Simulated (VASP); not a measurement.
# Ta24HN40 (a cell with a defect) in VASP: single point with PBEsol

Aim: the single point of Ta24HN40 (a cell with a defect) with PBEsol.

Program: VASP 6.6.1. These are calculated values, not measurements. Logs are shortened: lines on timing, memory, paths and dates and some standing lists are left out, and cuts for length are marked.

**1. The cell of the first run**

The cell holds a defect, 65 atoms: a = 7.755 Å, b = 10.212 Å, c = 10.235 Å, α = 90.00°, β = 90.00°, γ = 90.00°.

**2. Single point, PBEsol**

INCAR

```
SYSTEM = Ta24HN40
ALGO = Normal
EDIFF = 1E-6
ENCUT = 520
GGA = PS
GGA_COMPAT = .FALSE.
ISIF = 2
ISMEAR = -1
LASPH = .TRUE.
LCHARG = .FALSE.
LREAL = Auto
LWAVE = .FALSE.
NBANDS = 270
NELECT = 464.0
NELM = 120
PREC = Accurate
SIGMA = 0.01
```

KPOINTS

```
k-points
0
G
  1 1 1
  0 0 0
```

POSCAR

```
Ta24HN40
1.0
    7.7548212971      0.0000000000      0.0000000000
    0.0000000000     10.2124065013      0.0000000000
    0.0000000000      0.0000000000     10.2351147877
Ta N H
24 40 1
Direct
   -0.0014603981      0.8025350287      0.2489455308
    0.2503178894      0.2998874528      0.2504324372
    0.0012499459      0.1321156333      0.4404676701
    0.2491399477      0.6311679573      0.4403077928
   -0.0014157158      0.8659803750      0.5596074392
    0.2516956561      0.3639587119      0.5592694916
    0.0003769853      0.8666805507      0.9402291759
    0.2493465726      0.3668436825      0.9417305099
    0.0019444547      0.1986620852      0.7502074661
    0.2474056083      0.6967369871      0.7493190941
    0.0010324601      0.1339005777      0.0585042137
    0.2478286284      0.6329906255      0.0592325407
    0.4974688688      0.8048763164      0.2335829278
    0.7521366464      0.2982106576      0.2496142888
    0.5005749800      0.1305922801      0.4356431899
    0.7623816697      0.6241350493      0.4421295437
    0.4966464226      0.8766713996      0.5799309978
    0.7526432904      0.3606846139      0.5607283015
    0.5002016356      0.8667472731      0.9365475766
    0.7525063934      0.3673034107      0.9417319509
    0.5005120486      0.2043697318      0.7521680959
    0.7524925773      0.6971930694      0.7491485638
    0.5004825754      0.1372295026      0.0564211485
    0.7517904287      0.6333343770      0.0603732526
   -0.0016748916      0.9514180627      0.3803882671
    0.2494142206      0.4515661130      0.3797387299
    0.0020704851      0.3054771695      0.5722544445
    0.2518325244      0.8082398689      0.5727134015
    0.0035145987      0.6902640755      0.4261113994
    0.2515992494      0.1896174075      0.4263832045
    0.0008926442      0.3081932510      0.9272290259
    0.2498413228      0.8091914717      0.9251621477
    0.0001860147      0.7621008678      0.7489641495
    0.2505267828      0.2665521285      0.7507343793
    0.0001536181      0.6907954229      0.0726110857
    0.2507173744      0.1915582226      0.0732816782
    0.0010777480      0.9527859237      0.1188718995
    0.2514922241      0.4530513466      0.1207525205
    0.0008973839      0.0471003094      0.8796322199
    0.2469358987      0.5466450160      0.8804263755
    0.0012331536      0.2342517360      0.2500661624
    0.2512883053      0.7374854734      0.2492757260
    0.0021326709      0.0458567071      0.6203540231
    0.2504681199      0.5455852020      0.6194207863
    0.5029030361      0.9439668488      0.3901752207
    0.7567605967      0.4482413559      0.3797419270
    0.5010813264      0.3060428080      0.5715249392
    0.7465672730      0.8079561170      0.5730905018
    0.5064243064      0.6753771973      0.4230276158
    0.7510002121      0.1889200143      0.4269669977
    0.5010533572      0.3101428679      0.9287345954
    0.7504613187      0.8089377473      0.9251950657
    0.5000480644      0.7627439297      0.7531547067
    0.7522675050      0.2652484784      0.7504552461
    0.4997771866      0.6915792641      0.0681955339
    0.7510460727      0.1906897390      0.0729346258
    0.4991929783      0.9549954073      0.1181030524
    0.7516594945      0.4525581433      0.1208665763
    0.5006760802      0.0490078344      0.8796141359
    0.7503649696      0.5468620617      0.8806417052
    0.5008420131      0.2330065278      0.2506043321
    0.7486713359      0.7380310014      0.2487997923
    0.4961162060      0.0536753018      0.6242646699
    0.7587563999      0.5433734105      0.6201180931
    0.5517016513      0.7721072247      0.4230961654
```

Potentials or basis: VASP PAW PBE potentials, release 64 (Ta_pv, N, H).

Started as:

```console
> cat potpaw_PBE.64/Ta_pv/POTCAR potpaw_PBE.64/N/POTCAR potpaw_PBE.64/H/POTCAR > POTCAR
> mpirun -np 1 vasp_gam > vasp.out
```

OUTCAR:

```text
SYSTEM = Ta24HN40
   EDIFF = 1E-6
   ENCUT = 520
   GGA = PS
   ISIF = 2
   ISMEAR = -1
   LASPH = .TRUE.
   LREAL = Auto
   NELECT = 464.0
   NELM = 120
   PREC = Accurate

 ion  position               nearest neighbor table
   1  0.999  0.803  0.249-  25 2.03  37 2.03  62 2.05  42 2.07  35 2.14  29 2.15  24 3.22   7 3.23
                            12 3.24   5 3.25  16 3.25   4 3.27
   2  0.250  0.300  0.250-  26 2.04  41 2.04  38 2.05  61 2.06  30 2.12  36 2.12  15 3.22   6 3.23
                             3 3.23   8 3.23  23 3.24  11 3.24
   3  0.001  0.132  0.440-  25 1.95  50 2.03  30 2.03  43 2.04  41 2.21  27 2.23   5 2.98  14 3.23
                             2 3.23   9 3.24  18 3.27   6 3.29
   4  0.249  0.631  0.440-  26 1.94  29 2.00  44 2.03  49 2.05  42 2.24  28 2.26   6 2.99  10 3.23
                             1 3.27   5 3.32  13 3.37  17 3.47
   5  0.999  0.866  0.560-  43 1.94  25 2.03  48 2.05  28 2.05  33 2.21  29 2.26   3 2.98  22 3.22
                            10 3.24   1 3.25  16 3.30   4 3.32
   6  0.252  0.364  0.559-  44 1.95  47 2.03  27 2.03  26 2.04  34 2.20  30 2.24   4 2.99  21 3.21
                             9 3.23   2 3.23   3 3.29  15 3.32
   7  0.000  0.867  0.940-  39 1.94  32 2.03  37 2.03  52 2.03  33 2.23  35 2.25  11 2.99   1 3.23
                            10 3.24  22 3.24  12 3.30  24 3.30
   8  0.249  0.367  0.942-  40 1.94  31 2.02  38 2.03  51 2.04  34 2.21  36 2.24  12 2.97  21 3.21
                             2 3.23   9 3.24  23 3.27  11 3.29
   9  0.002  0.199  0.750-  39 2.04  34 2.05  43 2.05  54 2.05  27 2.12  31 2.13  18 3.20  11 3.22
                             6 3.23   8 3.24   3 3.24  20 3.25
  10  0.247  0.697  0.749-  33 2.03  40 2.04  44 2.04  53 2.07  32 2.14  28 2.14  17 3.18   4 3.23
                             5 3.24  12 3.24   7 3.24  19 3.24
  11  0.001  0.134  0.059-  37 1.95  56 2.03  36 2.03  39 2.03  41 2.21  31 2.23   7 2.99  14 3.22
                             9 3.22   2 3.24   8 3.29  20 3.29
  12  0.248  0.633  0.059-  38 1.94  35 2.01  40 2.03  55 2.05  42 2.22  32 2.26   8 2.97  13 3.16
                            10 3.24   1 3.24   7 3.30  19 3.33
  13  0.497  0.805  0.234-  57 1.94  65 2.01  42 2.04  55 2.05  62 2.07  45 2.14  49 2.35  19 3.11
                            12 3.16  24 3.18   4 3.37  16 3.49
  14  0.752  0.298  0.250-  46 2.03  41 2.04  58 2.05  61 2.06  56 2.12  50 2.13  15 3.22  11 3.22
                            23 3.23   3 3.23  20 3.23  18 3.25
  15  0.501  0.131  0.436-  45 1.96  30 2.02  50 2.03  63 2.08  61 2.16  47 2.27  17 2.98   2 3.22
                            14 3.22  18 3.31   6 3.32  21 3.33
  16  0.762  0.624  0.442-  46 1.91  29 1.99  64 2.00  49 2.06  65 2.23  62 2.30  48 2.31  18 2.95
                            22 3.23   1 3.25   5 3.30  13 3.49  17 3.59
  17  0.497  0.877  0.580-  63 1.86  65 1.97  28 2.02  45 2.06  48 2.06  53 2.12  49 2.61  15 2.98
                            10 3.18  22 3.21   4 3.47  16 3.59
  18  0.753  0.361  0.561-  64 1.96  27 2.02  47 2.03  46 2.06  54 2.17  50 2.23  16 2.95  21 3.20
                             9 3.20  14 3.25   3 3.27  15 3.31
  19  0.500  0.867  0.937-  59 1.95  52 2.03  32 2.03  57 2.07  53 2.16  55 2.24  23 3.02  13 3.11
                            22 3.24  10 3.24  24 3.33  12 3.33
  20  0.753  0.367  0.942-  60 1.94  31 2.02  58 2.03  51 2.04  54 2.22  56 2.25  24 2.98  21 3.22
                            14 3.23   9 3.25  23 3.27  11 3.29
  21  0.501  0.204  0.752-  63 2.02  34 2.04  54 2.05  59 2.05  51 2.11  47 2.12  23 3.19  18 3.20
                             6 3.21   8 3.21  20 3.22  15 3.33
  22  0.752  0.697  0.749-  33 2.03  60 2.04  64 2.05  53 2.07  48 2.13  52 2.13  17 3.21   5 3.22
                            16 3.23  19 3.24   7 3.24  24 3.25
  23  0.500  0.137  0.056-  57 1.97  59 2.02  36 2.02  56 2.03  51 2.20  61 2.22  19 3.02  21 3.19
                            14 3.23   2 3.24   8 3.27  20 3.27
  24  0.752  0.633  0.060-  58 1.95  35 2.02  60 2.04  55 2.04  62 2.21  52 2.27  20 2.98  13 3.18
                             1 3.22  22 3.25   7 3.30  19 3.33
  25  0.998  0.951  0.380-   3 1.95   1 2.03   5 2.03
[... 8 lines left out ...]
  34  0.251  0.267  0.751-  21 2.04   9 2.05   6 2.20   8 2.21
  35  0.000  0.691  0.073-  12 2.01  24 2.02   1 2.14   7 2.25
  36  0.251  0.192  0.073-  23 2.02  11 2.03   2 2.12   8 2.24
  37  0.001  0.953  0.119-  11 1.95   7 2.03   1 2.03
  38  0.251  0.453  0.121-  12 1.94   8 2.03   2 2.05
  39  0.001  0.047  0.880-   7 1.94  11 2.03   9 2.04
  40  0.247  0.547  0.880-   8 1.94  12 2.03  10 2.04
  41  0.001  0.234  0.250-  14 2.04   2 2.04   3 2.21  11 2.21
  42  0.251  0.737  0.249-  13 2.04   1 2.07  12 2.22   4 2.24
  43  0.002  0.046  0.620-   5 1.94   3 2.04   9 2.05
  44  0.250  0.546  0.619-   6 1.95   4 2.03  10 2.04
  45  0.503  0.944  0.390-  15 1.96  17 2.06  13 2.14
  46  0.757  0.448  0.380-  16 1.91  14 2.03  18 2.06
  47  0.501  0.306  0.572-   6 2.03  18 2.03  21 2.12  15 2.27
  48  0.747  0.808  0.573-   5 2.05  17 2.06  22 2.13  16 2.31
  49  0.506  0.675  0.423-  65 1.05   4 2.05  16 2.06  13 2.35  17 2.61
  50  0.751  0.189  0.427-   3 2.03  15 2.03  14 2.13  18 2.23
  51  0.501  0.310  0.929-  20 2.04   8 2.04  21 2.11  23 2.20
  52  0.750  0.809  0.925-   7 2.03  19 2.03  22 2.13  24 2.27
[... 237 lines left out ...]
   total plane-waves  NPLWV = 384000
   dimension x,y,z NGX =    60 NGY =   80 NGZ =   80
   dimension x,y,z NGXF=   120 NGYF=  160 NGZF=  160
   ions per type =              24  40   1
   NGX,Y,Z   is equivalent  to a cutoff of  12.86, 13.02, 12.99 a.u.
   NGXF,Y,Z  is equivalent  to a cutoff of  25.73, 26.05, 25.99 a.u.
 SYSTEM =  Ta24HN40
   PREC   = accura    normal or accurate (medium, high low for compatibility)
   ISTART =      0    job   : 0-new  1-cont  2-samecut
   ICHARG =      2    charge: 1-file 2-atom 10-const
   ISPIN  =      1    spin polarized calculation?
   LNONCOLLINEAR =      F non collinear calculations
   LSORBIT =      F    spin-orbit coupling
   LASPH  =      T    aspherical Exc in radial PAW
   ENCUT  =  520.0 eV  38.22 Ry    6.18 a.u.  14.42 18.99 19.03*2*pi/ulx,y,z
   NELM   =    120;   NELMIN=  2; NELMDL= -5     # of ELM steps
   EDIFF  = 0.1E-05   stopping-criterion for ELM
   LREAL  =      T    real-space projection
   EDIFFG = 0.1E-04   stopping-criterion for IOM
   NSW    =      0    number of steps for IOM
   IBRION =     -1    ionic relax: 0-MD 1-quasi-New 2-CG
   NFREE  =      0    steps in history (QN), initial steepest desc. (CG)
   ISIF   =      2    stress and relaxation
   ISYM   =      2    0-nonsym 1-usesym 2-fastsym
   POTIM  = 0.5000    time-step for ionic-motion
   TEBEG  =    0.0;   TEEND  =   0.0 temperature during run
   PSTRESS=    0.0 pullay stress
   NELECT =     464.0000    total number of electrons
   NUPDOWN=      -1.0000    fix difference up-down
   EMIN   =  10.00;   EMAX   =-10.00  energy-range for DOS
   EFERMI =   0.00;   METHOD = LEGACY
   ISMEAR =    -1;   SIGMA  =   0.01  broadening in eV -4-tet -1-fermi 0-gaus
   EFERMI_NEDOS =   21; number of points for ismear=-14 and -15
   IALGO  =     38    algorithm
   IMIX   =      4    mixing-type and parameters
     AMIX     =   0.40;   BMIX     =  1.00
     AMIX_MAG =   1.60;   BMIX_MAG =  1.00
  volume/ion in A,a.u.               =      12.47        84.15
  Fermi-wavevector in a.u.,A,eV,Ry     =   1.359304  2.568712 25.139588  1.847708
  Thomas-Fermi vector in A             =   2.486063
   LORBIT       =      0    0 simple, 1 ext, 2 COOP (PROOUT), +10 PAW based schemes
   GGA     = PS    functional components
   LHFCALC =     F    Hartree Fock is set to
   AEXX    =    0.0000 exact exchange contribution
   IVDW    =     0    specifies the selected vdW correction
   LEPSILON=     F    determine dielectric tensor
   LRPA    =     F    only Hartree local field effects (RPA)
 non-spin polarized calculation
  energy-cutoff  :      520.00
  volume of cell :      810.57
 maximum number of plane-waves:     10912
 NGX is ok and might be reduce to    60
   NGX = 29   NGY = 37   NGZ = 39

 number of electron     464.0000003 magnetization

 Free energy of the ion-electron system (eV)
  ---------------------------------------------------
  ext. energy  EPLUGINS =         0.00000000
  ---------------------------------------------------
  free energy    TOTEN  =      -727.44715528 eV

  energy without entropy =     -727.44715528  energy(sigma->0) =     -727.44715528

 E-fermi :   4.0243     XC(G=0): -11.4616

 val. band max:        3.7790194307   @ k =   0.0000   0.0000   0.0000
 cond. band min:       4.9967937003   @ k =   0.0000   0.0000   0.0000
 fundamental gap:      1.2177742696
 Fermi energy:         4.0242977187

 k-point     1 :       0.0000    0.0000    0.0000
  band No.  band energies     occupation
      1     -31.0645      2.00000
      2     -31.0081      2.00000
      3     -30.9986      2.00000
      4     -30.9802      2.00000
      5     -30.9687      2.00000
      6     -30.9535      2.00000
[... 236 lines left out ...]
    243       6.1494      0.00000
    244       6.2256      0.00000
 [bands above 244 left out]

------------------------ aborting loop because EDIFF is reached ----------------------------------------

  FORCE on cell =-STRESS in cart. coord.  units (eV):
  Direction    XX          YY          ZZ          XY          YZ          ZX
  --------------------------------------------------------------------------------------
  -------------------------------------------------------------------------------------
  Total       -8.6898273     -1.2910383      2.6812339     -0.9094568      1.1514120     -0.2715172
  in kB      -17.1762803     -2.5518616      5.2997169     -1.7976288      2.2758767     -0.5366799
  external PRESSURE =      -4.8094750 kB  Pullay stress =       0.0000000 kB

 VOLUME and BASIS-vectors are now :
 -----------------------------------------------------------------------------
  energy-cutoff  :      520.00
  volume of cell :      810.57
      direct lattice vectors                 reciprocal lattice vectors
     7.754821297  0.000000000  0.000000000     0.128952037  0.000000000  0.000000000
     0.000000000 10.212406501  0.000000000     0.000000000  0.097920113  0.000000000
     0.000000000  0.000000000 10.235114788     0.000000000  0.000000000  0.097702861

 POSITION                                       TOTAL-FORCE (eV/Angst)
 -----------------------------------------------------------------------------------
      7.74350      8.19581      2.54799        -0.076703     -0.569425     -0.100369
      1.94117      3.06257      2.56320        -0.042130     -0.477631     -0.024708
      0.00969      1.34922      4.50824         0.065612      0.184970     -0.228763
      1.93204      6.44574      4.50660        -0.002638      0.245310     -0.120549
      7.74384      8.84374      5.72765        -0.051231     -0.282582      0.368249
      1.95185      3.71689      5.72419        -0.044012     -0.192554      0.098874
[... 57 lines left out ...]
      5.88402      5.54915      6.34698        -0.053623      0.039295     -0.062905
      4.27835      7.88507      4.33044         0.024569      0.091814      0.062635
 -----------------------------------------------------------------------------------
    total drift:                                0.009029     -0.003061     -0.004937

  FREE ENERGIE OF THE ION-ELECTRON SYSTEM (eV)
  ---------------------------------------------------
  free  energy   TOTEN  =      -727.4471552769 eV

  energy  without entropy=     -727.4471552769  energy(sigma->0) =     -727.44715528
```

It took 9.7 min on 1 thread of Oxide Virtual Turin-like, shared host; peak memory 0.76 GiB.

Results:

- Free energy: -727.4472 eV
- Largest force: 0.594 eV/Å

Forces in eV/Å, atoms in the order of the input:
```
Ta  -0.077 -0.569 -0.100
Ta  -0.042 -0.478 -0.025
Ta   0.066  0.185 -0.229
Ta  -0.003  0.245 -0.121
Ta  -0.051 -0.283  0.368
Ta  -0.044 -0.193  0.099
Ta  -0.032 -0.228 -0.244
Ta  -0.024 -0.256 -0.176
Ta   0.006  0.469  0.025
Ta  -0.039  0.479  0.013
Ta  -0.005  0.197  0.118
Ta  -0.021  0.266  0.246
Ta  -0.081 -0.512  0.114
Ta   0.015 -0.479 -0.042
Ta   0.071  0.236 -0.149
Ta   0.109  0.259 -0.182
Ta  -0.098 -0.362  0.072
Ta  -0.038 -0.221  0.123
Ta  -0.021 -0.254 -0.247
Ta   0.027 -0.260 -0.181
Ta   0.010  0.509 -0.023
Ta   0.047  0.482  0.038
Ta   0.012  0.295  0.085
Ta   0.024  0.261  0.224
N    0.023 -0.059  0.099
N   -0.022 -0.002  0.089
N    0.030  0.301  0.053
N   -0.001  0.382 -0.015
N    0.005 -0.394 -0.083
N   -0.027 -0.276  0.027
N    0.004  0.343  0.023
N    0.037  0.298  0.016
N   -0.003 -0.545 -0.063
N   -0.006 -0.567  0.005
N    0.008 -0.294  0.013
N    0.014 -0.302  0.019
N    0.008  0.016 -0.052
N    0.027 -0.009 -0.103
N   -0.001 -0.006  0.063
N    0.027  0.043  0.038
N    0.022  0.573  0.076
N    0.049  0.590 -0.050
N   -0.008  0.076 -0.141
N    0.022 -0.002 -0.053
N    0.064 -0.200  0.093
N    0.032  0.027  0.090
N    0.055  0.301  0.067
N    0.080  0.363 -0.015
N   -0.096 -0.331 -0.099
N   -0.077 -0.257  0.023
N   -0.002  0.339  0.059
N    0.003  0.312 -0.007
N   -0.010 -0.572 -0.033
N   -0.055 -0.562  0.016
N    0.044 -0.401  0.037
N   -0.014 -0.318  0.014
N   -0.031  0.007  0.030
N   -0.050 -0.028 -0.078
N    0.030 -0.043  0.056
N   -0.017  0.024  0.048
N    0.026  0.581  0.047
N    0.051  0.570 -0.011
N   -0.022  0.104 -0.106
N   -0.054  0.039 -0.063
H    0.025  0.092  0.063
```

Caveat: the k points lie up to 0.81 Å⁻¹ apart, too coarse for converged energies, forces and pressures; the cell carries a net charge on a neutralising background, which shifts energy and pressure; the cell is charged against a uniform background, so pressure and absolute levels hang on convention; the PAW data sets were made with another functional, which shifts forces and pressure a little; spin-orbit coupling is left out, which moves the levels of the heavy elements.
